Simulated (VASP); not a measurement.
Here is a VASP 6.6.1 calculation.

INCAR

```
PREC = Accurate ; ENCUT = 520
EDIFF = 1E-6 ; ISMEAR = 0
SIGMA = 0.05 ; LREAL = F
LASPH = T ; NELM = 60
ALGO = Normal ; ISIF = 2
LWAVE = F ; LCHARG = F
GGA = PS ; NBANDS = 16
```

The input KPOINTS:

```
Automatic mesh
0
Gamma
  8 8 8
```

File POSCAR:

```
ZnSe
1.0
    0.0000000000      2.6148208097      2.6148208097
    2.6148208097      0.0000000000      2.6148208097
    2.6148208097      2.6148208097      0.0000000000
Zn Se
1 1
Direct
    0.0000000000      0.0000000000      0.0000000000
    0.2500000000      0.2500000000      0.2500000000
```

Potentials or basis: VASP PAW PBE potentials, release 64 (Zn, Se).

Run with:

```console
$ cat potpaw_PBE.64/Zn/POTCAR potpaw_PBE.64/Se/POTCAR > POTCAR
$ mpirun -np 1 vasp_std > vasp.out
```

Problem. Predict the pressure.

Solution. 24.7 GPa.

Problem. Estimate the band gap on the k mesh.

Solution. 2.18 eV, indirect (least direct gap 2.22 eV).

Caveat: the PAW data sets were made with another functional, which shifts forces and pressure a little. A k mesh can miss the band edges.
